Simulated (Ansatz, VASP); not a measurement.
## Two plane-wave programs on Ga4RuPt

```xyz
6
Lattice="0.0000 3.6799 3.6799 3.6799 0.0000 3.6799 3.6799 3.6799 0.0000" Properties=species:S:1:pos:R:3 pbc="T T T"
Ga    2.7550    4.6047    4.6047
Ga    2.7550    2.7550    2.7550
Ga    4.6047    2.7550    4.6047
Ga    4.6047    4.6047    2.7550
Ru    0.0000    0.0000    0.0000
Pt    5.5198    5.5198    5.5198
```

Change from the starting cell: species swapped into the LuCdNi4 type (F-43m, No. 216).

Alike in both runs: task single point; functional PBE; k mesh 4 × 4 × 4; occupations gaussian, width 0.1 eV; no spin polarisation.

|  | VASP | Ansatz |
| --- | --- | --- |
| version | VASP 6.6.1 | Ansatz 0.2.0 |
| potentials or method | VASP PAW PBE potentials, release 64 (Ga_d, Ru_pv, Pt), cutoff 520 eV | scalar-relativistic, plane waves, PAW |
| valence electrons in the cell | 76 | 86 |

VASP gave:

* gap on the k mesh at the Fermi level (eV): none
* pressure (GPa): -6.5
* rms of the force components (eV/Å): 0.097

Q: What did Ansatz give for the same quantities?

A: gap on the k mesh at the Fermi level (eV): none; pressure (GPa): -6.8; rms of the force components (eV/Å): 0.096.

Atom by atom the forces differ by 0.001 eV/Å (rms over components). A gap of «none» marks a metal or a gap that the smearing closes. The functional is the same, so the differences come from potentials, cutoffs and numerics. VASP's potentials hold 76 valence electrons a cell and Ansatz's 86, so a difference there can come from the potentials and not from the codes.

The k mesh is coarse, so the values compare programs but aren't converged. Neither program's run includes spin-orbit coupling.
